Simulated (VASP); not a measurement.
# Ti (P6_3/mmc) in VASP: single point with PBE

Aim: the single point of Ti with PBE.

Program: VASP 6.6.1. These are calculated values, not measurements. Logs are shortened: lines on timing, memory, paths and dates and some standing lists are left out, and cuts for length are marked.

## (1) The cell of the first run

Symmetry: P6_3/mmc, No. 194, hexagonal system. Conventional cell: a = 2.935 Å, b = 2.935 Å, c = 9.371 Å, α = 90.00°, β = 90.00°, γ = 120.00°. Within 3.8 Å of Ti (site symmetry -3m) lie 12 Ti at 2.89 to 2.94 Å. Within 3.8 Å of Ti (site symmetry -6m2) lie 12 Ti at 2.89 to 2.94 Å.

## (2) Single point, PBE, collinear spin (17.48 Å³/atom)

Contents of INCAR:

```
PREC = Accurate
ENCUT = 520
EDIFF = 1E-6
ISMEAR = -1
SIGMA = 0.05
LREAL = F
LASPH = T
NELM = 150
ALGO = Normal
ISIF = 2
LWAVE = F
LCHARG = T
ISPIN = 2
MAGMOM = 1 1 1 1
LORBIT = 11
LMAXMIX = 4
GGA = PE
LELF = T
LVHAR = T
NBANDS = 36
```

Contents of KPOINTS:

```
Automatic mesh
0
Gamma
  14 14 4
```

Contents of POSCAR:

```
Ti
1.0
    2.9353115479      0.0000000000      0.0000000000
   -1.4676557739      2.5420543685      0.0000000000
    0.0000000000      0.0000000000      9.3706249660
Ti
4
Direct
    1.0000000000      1.0000000000      1.0000000000
    1.0000000000      1.0000000000      0.5000000000
    0.3333333333      0.6666666667      0.2500000000
    0.6666666667      0.3333333333      0.7500000000
```

Potentials or basis: VASP PAW PBE potentials, release 64 (Ti_sv).

On the command line:

```
> cat potpaw_PBE.64/Ti_sv/POTCAR > POTCAR
> mpirun -np 1 vasp_std > vasp.out
```

OUTCAR:

```text
PREC = Accurate
   ENCUT = 520
   EDIFF = 1E-6
   ISMEAR = -1
   LREAL = F
   LASPH = T
   NELM = 150
   ISIF = 2
   ISPIN = 2
   LORBIT = 11
   GGA = PE

 ion  position               nearest neighbor table
   1  0.000  0.000  0.000-   3 2.89   4 2.89   3 2.89   4 2.89   4 2.89   3 2.89
   2  0.000  0.000  0.500-   3 2.89   4 2.89   3 2.89   4 2.89   4 2.89   3 2.89
   3  0.333  0.667  0.250-   1 2.89   2 2.89   1 2.89   2 2.89   1 2.89   2 2.89
   4  0.667  0.333  0.750-   1 2.89   2 2.89   1 2.89   2 2.89   1 2.89   2 2.89

  LATTYP: Found a hexagonal cell.
 ALAT       =     2.9353115479
 C/A-ratio  =     3.1923783261

  Lattice vectors:

 A1 = (   2.9353115479,   0.0000000000,   0.0000000000)
 A2 = (  -1.4676557739,   2.5420543685,   0.0000000000)
 A3 = (   0.0000000000,   0.0000000000,   9.3706249660)

Analysis of symmetry for initial positions (statically):
=====================================================================
 Subroutine PRICEL returns:
 Original cell was already a primitive cell.

 Routine SETGRP: Setting up the symmetry group for a
 hexagonal supercell.

 Subroutine GETGRP returns: Found 24 space group operations
 (whereof 12 operations were pure point group operations)
 out of a pool of 24 trial point group operations.

The static configuration has the point symmetry D_3d.
 The point group associated with its full space group is D_6h.

Analysis of symmetry for dynamics (positions and initial velocities):
=====================================================================
 Subroutine PRICEL returns:
 Original cell was already a primitive cell.

 Routine SETGRP: Setting up the symmetry group for a
 hexagonal supercell.

 Subroutine GETGRP returns: Found 24 space group operations
 (whereof 12 operations were pure point group operations)
 out of a pool of 24 trial point group operations.

The dynamic configuration has the point symmetry D_3d.
 The point group associated with its full space group is D_6h.

Analysis of structural, dynamic, and magnetic symmetry:
=====================================================================
 Subroutine PRICEL returns:
 Original cell was already a primitive cell.

 Routine SETGRP: Setting up the symmetry group for a
 hexagonal supercell.

 Subroutine GETGRP returns: Found 24 space group operations
 (whereof 12 operations were pure point group operations)
 out of a pool of 24 trial point group operations.

The overall configuration has the point symmetry D_3d.
 The point group associated with its full space group is D_6h.

 Subroutine INISYM returns: Found 24 space group operations
 (whereof 12 operations are pure point group operations),
[... 129 lines left out ...]
   LEPSILON=     F    determine dielectric tensor
   LRPA    =     F    only Hartree local field effects (RPA)
 spin polarized calculation
  energy-cutoff  :      520.00
  volume of cell :       69.92
 maximum number of plane-waves:      1931
 NGX is ok and might be reduce to    24
   NGX = 11   NGY = 11   NGZ = 35

 number of electron      47.9999991 magnetization       0.0005220

 Free energy of the ion-electron system (eV)
  ---------------------------------------------------
  ext. energy  EPLUGINS =         0.00000000
  ---------------------------------------------------
  free energy    TOTEN  =       -31.19583213 eV

  energy without entropy =      -31.14558018  energy(sigma->0) =      -31.17070616

 E-fermi :   8.1893     XC(G=0): -11.4706

 val. band max:        8.1866950616   @ k =   0.1429   0.0000   0.0000
 cond. band min:       8.1893278979   @ k =   0.0714   0.0000   0.5000
 fundamental gap:      0.0026328362
 Fermi energy:         8.1893050289

 spin component 1

 k-point     1 :       0.0000    0.0000    0.0000
  band No.  band energies     occupation
      1     -48.6079      1.00000
      2     -48.5503      1.00000
      3     -48.5362      1.00000
      4     -48.4778      1.00000
      5     -25.1587      1.00000
      6     -24.8432      1.00000
[... 925 lines left out ...]
     35      11.4426      0.00000
     36      11.4709      0.00000

 [... further k-points ...]

 spin component 2

 k-point     1 :       0.0000    0.0000    0.0000
  band No.  band energies     occupation
      1     -48.6079      1.00000
      2     -48.5513      1.00000
      3     -48.5350      1.00000
      4     -48.4775      1.00000
      5     -25.1584      1.00000
      6     -24.8419      1.00000
[... 925 lines left out ...]
     35      11.4437      0.00000
     36      11.4705      0.00000

 [... further k-points ...]

------------------------ aborting loop because EDIFF is reached ----------------------------------------

  FORCE on cell =-STRESS in cart. coord.  units (eV):
  Direction    XX          YY          ZZ          XY          YZ          ZX
  --------------------------------------------------------------------------------------
  -------------------------------------------------------------------------------------
  Total       -0.0779999     -0.0779999     -0.1003539     -0.0000000      0.0000000      0.0000000
  in kB       -1.7872993     -1.7872993     -2.2995209     -0.0000000      0.0000000      0.0000000
  external PRESSURE =      -1.9580399 kB  Pullay stress =       0.0000000 kB

 VOLUME and BASIS-vectors are now :
 -----------------------------------------------------------------------------
  energy-cutoff  :      520.00
  volume of cell :       69.92
      direct lattice vectors                 reciprocal lattice vectors
     2.935311548  0.000000000  0.000000000     0.340679340  0.196691308  0.000000000
    -1.467655774  2.542054369  0.000000000     0.000000000  0.393382617  0.000000000
     0.000000000  0.000000000  9.370624966     0.000000000  0.000000000  0.106716468

 POSITION                                       TOTAL-FORCE (eV/Angst)
 -----------------------------------------------------------------------------------
      0.00000      0.00000      0.00000        -0.000000      0.000000      0.000000
      0.00000      0.00000      4.68531        -0.000000      0.000000      0.000000
     -0.00000      1.69470      2.34266         0.000000      0.000000      0.000000
      1.46766      0.84735      7.02797        -0.000000     -0.000000     -0.000000
 -----------------------------------------------------------------------------------
    total drift:                               -0.000000      0.000000      0.000000

  FREE ENERGIE OF THE ION-ELECTRON SYSTEM (eV)
  ---------------------------------------------------
  free  energy   TOTEN  =       -31.1958321300 eV

  energy  without entropy=      -31.1455801829  energy(sigma->0) =      -31.17070616

 total charge

# of ion       s       p       d       tot
------------------------------------------
    1        2.247   6.121   1.871  10.239
    2        2.247   6.121   1.871  10.239
    3        2.247   6.125   1.872  10.243
    4        2.247   6.125   1.872  10.243
--------------------------------------------------
tot          8.988  24.492   7.485  40.965

 magnetization (x)

# of ion       s       p       d       tot
------------------------------------------
    1        0.000   0.000   0.001   0.001
    2        0.000   0.000   0.001   0.001
    3       -0.000  -0.000  -0.001  -0.001
    4       -0.000  -0.000  -0.001  -0.001
--------------------------------------------------
tot          0.000   0.000   0.000   0.000
```

stdout:

```text
POSCAR found type information on POSCAR Ti
 POSCAR found :  1 types and       4 ions
 scaLAPACK will be used
 LDA part: xc-table for (Slater+PW92), standard interpolation
 POSCAR, INCAR and KPOINTS ok, starting setup
 FFT: planning ... GRIDC
 FFT: planning ... GRID_SOFT
 FFT: planning ... GRID
 WAVECAR not read
 entering main loop
```

Wall time 11 min (1 thread of Intel Xeon 8259CL, shared host); peak memory 0.38 GiB.

What came out:

| Quantity | Value |
| --- | --- |
| Free energy | -31.1958 eV |
| Pressure | -0.2 GPa |
| Band gap on the k mesh | zero (filled and empty bands overlap) |
| Net moment | 0.00 μB per cell |
| Valence electrons inside the program's atomic spheres | Ti 10.24 |
